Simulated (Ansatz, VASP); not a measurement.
## B in VASP and in Ansatz

File INCAR:

```
PREC     = Accurate       # precision mode
ENCUT    = 600            # plane-wave cutoff, eV
EDIFF    = 1E-6           # SCF threshold, eV
ISMEAR   = 0              # smearing method
SIGMA    = 0.1            # smearing width, eV
LREAL    = False          # projectors in reciprocal space
LASPH    = True           # aspherical terms in the spheres
NELM     = 100            # most SCF steps
ALGO     = Normal         # electronic algorithm
ISIF     = 3              # what is computed and relaxed
LWAVE    = False          # write WAVECAR
LCHARG   = False          # write CHGCAR
GGA      = PE             # functional
IBRION   = 2              # ionic algorithm
NSW      = 90             # ionic steps
EDIFFG   = -0.04          # ionic threshold
```

The input KPOINTS:

```
Automatic mesh
0
Gamma
  12 12 2
```

Contents of POSCAR:

```
B
1.0
    2.2209316300      0.0000000000      0.0000000000
   -1.1104658200      1.9233832100      0.0000000000
    0.0000000000      0.0000000000     10.8159399400
B
6
Direct
    0.6666666700      0.3333333300      0.8306261900
    0.3333333300      0.6666666700      0.6681340900
    0.6666666700      0.3333333300      0.1681340900
    0.3333333300      0.6666666700      0.0015725800
    0.6666666700      0.3333333300      0.5015725800
    0.3333333300      0.6666666700      0.3306261900
```

Input for Ansatz:

```yaml
crystal:
  lattice:
    - [2.22093163, 0.0, 0.0]
    - [-1.11046582, 1.92338321, 0.0]
    - [0.0, 0.0, 10.81593994]
  atoms:
    - { symbol: B, position: [0.66666667, 0.33333333, 0.83062619] }
    - { symbol: B, position: [0.33333333, 0.66666667, 0.66813409] }
    - { symbol: B, position: [0.66666667, 0.33333333, 0.16813409] }
    - { symbol: B, position: [0.33333333, 0.66666667, 0.00157258] }
    - { symbol: B, position: [0.66666667, 0.33333333, 0.50157258] }
    - { symbol: B, position: [0.33333333, 0.66666667, 0.33062619] }
basis:
  ecutwfc: 420
kpoints:
  mp_grid: { grid: [12, 12, 2] }
hamiltonian:
  xc: pbe
scf:
  occupations: { method: gaussian, width: 0.1 }
  lower_state_search: "off"
output:
  forces: true
  stress: true
  eigenvalues: true
relax:
  adjacent_minimum: "off"
  f_tol: 0.04
  max_steps: 70
  cell: { stress_tol: 0.4 }
```

Alike in both runs: task relaxation of cell and atoms; functional PBE; k mesh 12 × 12 × 2; occupations gaussian, width 0.1 eV; no spin polarisation.

|  | VASP | Ansatz |
| --- | --- | --- |
| version | VASP 6.6.1 | Ansatz 0.2.0 |
| potentials or method | VASP PAW PBE potentials, release 64 (B), cutoff 600 eV | scalar-relativistic, plane waves, PAW |
| valence electrons in the cell | 18 | 18 |

|  | VASP | Ansatz | Ansatz less VASP |
| --- | --- | --- | --- |
| gap on the k mesh at the Fermi level, each at its own relaxed structure (eV) | none | none | - |
| relaxed volume (Å³/atom) | 8.14 | 11.12 | +2.976 |
| relaxed cell length with the largest relative difference (Å) | 19.190 | 26.208 | +7.0186 |

A gap of «none» marks a metal or a gap that the smearing closes. One of these differences is far larger than is usual between the two programs; its cause wasn't traced.
